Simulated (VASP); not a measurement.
A run of VASP 6.6.1:

File INCAR:

```
PREC = Accurate
ENCUT = 520
EDIFF = 1E-7
ISMEAR = 0
SIGMA = 0.05
LREAL = False
LASPH = True
NELM = 80
ALGO = Normal
ISIF = 2
LWAVE = False
LCHARG = True
GGA = PE
LELF = True
LVHAR = True
NBANDS = 15
```

Contents of KPOINTS:

```
Automatic mesh
0
Gamma
  6 6 6
```

The input POSCAR:

```
KI
1.0
    4.2911966600      0.0000000000      0.0000000000
    0.0000000000      4.2911966600      0.0000000000
    0.0000000000      0.0000000000      4.2911966600
K I
1 1
Direct
    0.0000000000      0.0000000000      0.0000000000
    0.5000000000      0.5000000000      0.5000000000
```

Potentials or basis: VASP PAW PBE potentials, release 64 (K_sv, I).

Launch:

```console
$ cat potpaw_PBE.64/K_sv/POTCAR potpaw_PBE.64/I/POTCAR > POTCAR
$ mpirun -np 1 vasp_std > vasp.out
```

Hardware: 1 thread of Intel Xeon 8259CL (shared host).

Q: How long does it take, and how much memory?

A: It took 22 s on 1 thread of Intel Xeon 8259CL (shared host), peak memory 0.19 GiB. Counts: scf iterations 15, k points 20.
